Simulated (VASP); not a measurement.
**CdInS2: single point with PBE**

CdInS2:

```
Cd In S
1.0
     4.06721    0.00000    0.00000
    -2.03360    3.52231    0.00000
     0.00000    0.00000    7.15652
Cd In S
1 1 2
Cartesian
  0.0000 0.0000 0.0000
  0.0000 0.0000 3.5783
  2.0336 1.1741 5.4236
  0.0000 2.3482 1.7329
```

```json
{"Program": "VASP 6.6.1", "Task": "single point", "Functional": "PBE", "Potentials or basis": "VASP PAW PBE potentials, release 64 (Cd, In_d, S)", "Cutoff": "520 eV", "k mesh": "15 × 15 × 8", "Occupations": "gaussian, width 0.15 eV", "Spin": "no spin polarisation", "Dipole correction": "no", "Further INCAR settings": "ALGO = Normal; EDIFF = 1e-06; NBANDS = 26"}
```

```yaml
Pressure: -6.4 GPa
Largest_force: 0.087 eV/Å
Band_gap_on_the_k_mesh: zero (an odd number of electrons rules out a gap without spin polarisation)
```

Forces in eV/Å, atoms in the order of the input:
```
Cd   0.000  0.000  0.000
In   0.000  0.000  0.000
S    0.000  0.000  0.087
S    0.000  0.000 -0.087
```

Stress tensor (GPa, compression positive):
```
-5.88  0.00  0.00
 0.00 -5.88  0.00
 0.00  0.00 -7.33
```

Levels at points of the mesh, in eV from the Fermi level:
```csv
k point,band 14,band 15,band 16,band 17,band 18,band 19,band 20,band 21,band 22,band 23
"(0.00, 0.00, 0.00)",-2.01,-1.92,-1.46,-1.46,-1.13,-1.13,2.12,3.64,5.03,5.03
"(0.00, 0.00, 0.50)",-4.07,-1.34,-1.34,-1.23,-1.23,0.40,0.98,4.67,4.96,5.03
```

Run time: 4.9 min on 1 thread of Intel(R) Xeon(R) Platinum 8488C (Sapphire Rapids), with other jobs on the host, peak memory 0.59 GiB.

Caveat: the cell stands under tension; spin-orbit coupling is left out, which moves the levels of the heavy elements.
